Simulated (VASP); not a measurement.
Wanted: the native input for a VASP 6.6.1 run.

* Task: single point
* Functional: PBEsol
* Potentials or basis: VASP PAW PBE potentials, release 64 (Hf_pv, H)
* Cutoff: 520 eV
* k mesh: 12 × 12 × 12
* Occupations: gaussian, width 0.05 eV
* Spin: no spin polarisation
* Dipole correction: no
* Further INCAR settings: ALGO = Normal; EDIFF = 1e-06; NBANDS = 14

The structure of HfH3 lies in POSCAR:

```
HfH3
1.0
    3.0845540000      0.0000000000      0.0000000000
    0.0000000000      3.0845540000      0.0000000000
    0.0000000000      0.0000000000      3.0845540000
Hf H
1 3
Direct
    0.0000000000      0.0000000000      0.0000000000
    0.0000000000      0.5000000000      0.5000000000
    0.5000000000      0.0000000000      0.5000000000
    0.5000000000      0.5000000000      0.0000000000
```

The input as run:

INCAR

```
PREC = Accurate
ENCUT = 520
EDIFF = 1E-6
ISMEAR = 0
SIGMA = 0.05
LREAL = False
LASPH = True
NELM = 100
ALGO = Normal
ISIF = 2
LWAVE = False
LCHARG = True
GGA = PS
LELF = True
LVHAR = True
NBANDS = 14
```

KPOINTS

```
Automatic mesh
0
Gamma
  12 12 12
```

Potentials or basis: VASP PAW PBE potentials, release 64 (Hf_pv, H).

The run is started by

```console
$ cat potpaw_PBE.64/Hf_pv/POTCAR potpaw_PBE.64/H/POTCAR > POTCAR
$ mpirun -np 1 vasp_std > vasp.out
```

It gave:

```yaml
Pressure: -4.5 GPa
```

Caveat: the PAW data sets were made with another functional, which shifts forces and pressure a little.

It took 22 s on 1 thread of AMD EPYC 7R13 Processor (Zen 3), on a shared host, peak memory 0.13 GiB.
